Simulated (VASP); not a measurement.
## PrH2Ir: relaxation of cell and atoms with PBE

The system is PrH2Ir.

```
Pr H Ir
1.0
     3.49455    0.00000    0.00000
    -1.74727    3.02637    0.00000
     0.00000    0.00000    5.75965
Pr H Ir
1 2 1
Cartesian
  0.0000 0.0000 2.8798
  0.0000 2.0176 2.8798
  1.7473 1.0088 2.8798
  0.0000 0.0000 0.0000
```

The cell was built from a structure type or drawn by symmetry, and may not be a known phase.

| Item | Value |
| --- | --- |
| Program | VASP 6.6.1 |
| Task | relaxation of cell and atoms |
| Functional | PBE |
| Potentials or basis | VASP PAW PBE potentials, release 64 (Pr, H, Ir) |
| Cutoff | 600 eV |
| k mesh | 6 × 6 × 4 |
| Occupations | gaussian, width 0.1 eV |
| Spin | no spin polarisation |
| Dipole correction | no |
| Further INCAR settings | ALGO = Normal; EDIFF = 1e-06; IBRION = 2; EDIFFG = -0.04; NSW = 90; ISIF = 3 |

- Relaxed volume: 14.58 Å³/atom
- Relaxed cell: a = 3.637 Å, b = 3.637 Å, c = 5.093 Å, α = 90.00°, β = 90.00°, γ = 120.00°
- Space group after relaxing (to 0.1 Å): P6/mmm (No. 191)
- Energy gained by relaxing: 174.6 meV/atom
- Ionic steps: 3
- Pressure after relaxing: 0.1 GPa
- Band gap on the k mesh: zero (bands 12 and 13 overlap by 0.07 eV)

Stress tensor (GPa, compression positive):
```
0.18 0.00 0.00
0.00 0.18 0.00
0.00 0.00 0.00
```

Step by step:
```tsv
step	energy change (eV)	largest force (eV/Å)	pressure (GPa)	volume (Å³)
1	0.0000	0.0000	-2.16	60.91
2	-0.6893	0.0000	-0.69	58.74
3	-0.6985	0.0000	0.12	58.34
```

Final structure:
```
Pr H Ir
1.0
     3.63677    0.00000    0.00000
    -1.81838    3.14953    0.00000
     0.00000    0.00000    5.09311
Pr H Ir
1 2 1
Direct
  0.00000 0.00000 0.50000
  0.33333 0.66667 0.50000
  0.66667 0.33333 0.50000
  0.00000 0.00000 0.00000
```

Levels at points of the mesh, in eV from the Fermi level:
```tsv
k point	band 9	band 10	band 11	band 12	band 13	band 14	band 15	band 16
(0.00, 0.00, 0.00)	-2.06	-1.80	-1.41	-1.41	-0.03	0.10	0.10	0.15
(0.50, 0.00, 0.00)	-1.88	-1.56	-0.07	-0.02	0.01	0.17	0.22	0.24
(0.00, 0.00, 0.50)	-1.76	-1.39	-1.39	-1.09	0.20	0.20	0.37	0.76
(0.50, 0.00, 0.50)	-1.48	-1.30	-0.94	-0.36	0.06	0.15	0.32	0.34
```

Run time: 93 s on 1 thread of Intel(R) Xeon(R) 6975P-C (Granite Rapids), on a shared host, peak memory 0.22 GiB.

Caveat: spin-orbit coupling is left out, which moves the levels of the heavy elements; semilocal functionals describe open f shells poorly, which spoils levels, moments and volumes. Spin polarisation is off, so any magnetic state and its effect on volume and gap are missing.
